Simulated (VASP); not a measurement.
Here is a VASP 6.6.1 calculation.

File INCAR:

```
SYSTEM = Zn
PREC = Accurate
ENCUT = 520
EDIFF = 1E-6
ISMEAR = -1
SIGMA = 0.1
LREAL = .False.
LASPH = .True.
NELM = 80
ALGO = Normal
ISIF = 2
LWAVE = .False.
LCHARG = .False.
GGA = PS
NBANDS = 19
```

KPOINTS

```
regular mesh
0
Gamma
  20 20 10
  0 0 0
```

Contents of POSCAR:

```
Zn
1.0
    2.6355188041      0.0000000000      0.0000000000
   -1.3177594020      2.2824262365      0.0000000000
    0.0000000000      0.0000000000      4.6654745272
Zn
2
Direct
    0.3333333333      0.6666666667      0.2500000000
    0.6666666667      0.3333333333      0.7500000000
```

Potentials or basis: VASP PAW PBE potentials, release 64 (Zn).

The run is started by

```sh
$ cat potpaw_PBE.64/Zn/POTCAR > POTCAR
$ mpirun -np 1 vasp_std > vasp.out
```

Problem. What does it give for the pressure?

Solution. 0.5 GPa.

Problem. Predict the band gap on the k mesh.

Solution. Zero (band 12 reaches 5.22 eV, above the bottom of band 13 at 1.15 eV).

Stress tensor (GPa, compression positive):
```
0.53 0.00 0.00
0.00 0.53 0.00
0.00 0.00 0.38
```

Caveat: the PAW data sets were made with another functional, which shifts forces and pressure a little.
